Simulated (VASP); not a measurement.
Crystal: TaN.

```
Ta N
1.0
     0.00000    2.17900    2.17900
     2.17900    0.00000    2.17900
     2.17900    2.17900    0.00000
Ta N
1 1
Cartesian
  2.1790 2.1790 2.1790
  0.0000 0.0000 0.0000
```

* Program: VASP 6.6.1
* Task: relaxation of cell and atoms
* Functional: PBEsol
* Potentials or basis: VASP PAW PBE potentials, release 64 (Ta_pv, N)
* Cutoff: 600 eV
* k mesh: 16 × 16 × 16
* Occupations: gaussian, width 0.1 eV
* Spin: no spin polarisation

At the start: pressure 5.5 GPa; volume 10.35 Å³/atom.

How do energy, volume and symmetry change on relaxing?

Over 3 steps the energy falls by 2.6 meV/atom and the volume is 10.50 Å³/atom (+1.5 %); space group Fm-3m (No. 225, to 0.05 Å).

Step by step:
```csv
step,energy change (eV),largest force (eV/Å),pressure (GPa),volume (Å³)
1,0.0000,0.0000,5.45,20.69
2,0.0240,0.0000,-11.81,21.76
3,-0.0052,0.0000,-0.06,21.00
```

Final structure:
```
CELL_PARAMETERS angstrom
0.00000 2.18988 2.18988
2.18988 0.00000 2.18988
2.18988 2.18988 0.00000
ATOMIC_POSITIONS crystal
Ta 0.50000 0.50000 0.50000
N 0.00000 0.00000 0.00000
```

Caveat: the PAW data sets were made with another functional, which shifts forces and pressure a little.
